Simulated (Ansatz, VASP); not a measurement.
Two plane-wave programs on Ag

```xyz
1
Lattice="2.7515 0.0000 0.0000 0.0000 2.7515 0.0000 0.0000 0.0000 2.7515" Properties=species:S:1:pos:R:3 pbc="T T T"
Ag    0.0000    0.0000    0.0000
```

Alike in both runs: task electric field gradients; functional LDA; k mesh 12 × 12 × 12; occupations fermi-dirac, width 0.05 eV; no spin polarisation.

|  | VASP | Ansatz |
| --- | --- | --- |
| version | VASP 6.6.1 | Ansatz 0.2.0 |
| potentials or method | VASP PAW LDA potentials, release 64 (Ag) | PAW with Ansatz's default frozen-core files, scalar-relativistic |
| plane-wave cutoff (eV) | 520 | 420 |
| valence electrons in the cell | 11 | 19 |

|  | VASP | Ansatz | Ansatz less VASP |
| --- | --- | --- | --- |
| pressure (GPa) | -8.6 | -8.7 | -0.11 |

LDA's correlation is that of Perdew and Zunger in VASP and of Perdew and Wang (1992) in Ansatz. VASP's potentials hold 11 valence electrons a cell and Ansatz's 19, so a difference there can come from the potentials and not from the codes.
